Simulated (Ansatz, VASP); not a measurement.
## InSe in VASP and in Ansatz

```
CELL_PARAMETERS angstrom
4.00585 0.00000 0.00000
-2.00293 3.46917 0.00000
0.00000 0.00000 17.00216
ATOMIC_POSITIONS crystal
In 0.33333 0.66667 0.16835
In 0.66667 0.33333 0.66835
In 0.33333 0.66667 0.33165
In 0.66667 0.33333 0.83165
Se 0.33333 0.66667 0.59313
Se 0.66667 0.33333 0.09313
Se 0.33333 0.66667 0.90687
Se 0.66667 0.33333 0.40687
```

Alike in both runs: task single point; functional PBEsol; k mesh 12 × 12 × 2; occupations gaussian, width 0.02 eV; no spin polarisation.

|  | VASP | Ansatz |
| --- | --- | --- |
| version | VASP 6.6.1 | Ansatz 0.2.0 |
| potentials or method | VASP PAW PBE potentials, release 64 (In_d, Se), cutoff 520 eV | scalar-relativistic, plane waves, PAW |
| valence electrons in the cell | 76 | 116 |

|  | VASP | Ansatz | Ansatz less VASP |
| --- | --- | --- | --- |
| gap on the k mesh at the Fermi level (eV) | 0.42 | 0.43 | +0.012 |
| least direct gap on the mesh (eV) | 0.42 | 0.43 | +0.012 |

VASP's potentials were made for PBE, not for PBEsol. VASP's potentials hold 76 valence electrons a cell and Ansatz's 116, so a difference there can come from the potentials and not from the codes.
